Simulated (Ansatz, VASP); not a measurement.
One calculation of Mg26CdO27, two programs

```
Cd Mg O
1.0
     0.00000    6.32550    6.32550
     6.32550    0.00000    6.32550
     6.32550    6.32550    0.00000
Cd Mg O
1 26 27
Direct
  0.00000 0.00000 0.00000
  0.00000 0.00000 0.33333
  0.00000 0.00000 0.66667
  0.00000 0.33333 0.00000
  0.00000 0.33333 0.33333
  0.00000 0.33333 0.66667
  0.00000 0.66667 0.00000
  0.00000 0.66667 0.33333
  0.00000 0.66667 0.66667
  0.33333 0.00000 0.00000
  0.33333 0.00000 0.33333
  0.33333 0.00000 0.66667
  0.33333 0.33333 0.00000
  0.33333 0.33333 0.33333
  0.33333 0.33333 0.66667
  0.33333 0.66667 0.00000
  0.33333 0.66667 0.33333
  0.33333 0.66667 0.66667
  0.66667 0.00000 0.00000
  0.66667 0.00000 0.33333
  0.66667 0.00000 0.66667
  0.66667 0.33333 0.00000
  0.66667 0.33333 0.33333
  0.66667 0.33333 0.66667
  0.66667 0.66667 0.00000
  0.66667 0.66667 0.33333
  0.66667 0.66667 0.66667
  0.16667 0.16667 0.16667
  0.16667 0.16667 0.50000
  0.16667 0.16667 0.83333
  0.16667 0.50000 0.16667
  0.16667 0.50000 0.50000
  0.16667 0.50000 0.83333
  0.16667 0.83333 0.16667
  0.16667 0.83333 0.50000
  0.16667 0.83333 0.83333
  0.50000 0.16667 0.16667
  0.50000 0.16667 0.50000
  0.50000 0.16667 0.83333
  0.50000 0.50000 0.16667
  0.50000 0.50000 0.50000
  0.50000 0.50000 0.83333
  0.50000 0.83333 0.16667
  0.50000 0.83333 0.50000
  0.50000 0.83333 0.83333
  0.83333 0.16667 0.16667
  0.83333 0.16667 0.50000
  0.83333 0.16667 0.83333
  0.83333 0.50000 0.16667
  0.83333 0.50000 0.50000
  0.83333 0.50000 0.83333
  0.83333 0.83333 0.16667
  0.83333 0.83333 0.50000
  0.83333 0.83333 0.83333
```

Alike in both runs: task electric field gradients; functional PBE; k mesh 3 × 3 × 3; occupations fermi-dirac, width 0.01 eV; no spin polarisation.

|  | VASP | Ansatz |
| --- | --- | --- |
| version | VASP 6.6.1 | Ansatz 0.2.0 |
| potentials or method | VASP PAW PBE potentials, release 64 (Cd, Mg, O) | plane-wave PAW, scalar-relativistic |
| plane-wave cutoff (eV) | 520 | 420 |
| valence electrons in the cell | 226 | 442 |

```tsv
	VASP	Ansatz	Ansatz less VASP
gap on the k mesh at the Fermi level (eV)	3.72	3.73	+0.013
pressure (GPa)	7.5	8.0	+0.47
rms of the force components (eV/Å)	0.533	0.501	-0.0326
size of Vzz on the site where it differs most (V/Å²)	6.3	5.3	-1.03
```

Atom by atom the forces differ by 0.033 eV/Å (rms over components). With one functional, cell and mesh, what is left measures potentials, basis and numerics. VASP's potentials hold 226 valence electrons a cell and Ansatz's 442, so a difference there can come from the potentials and not from the codes.
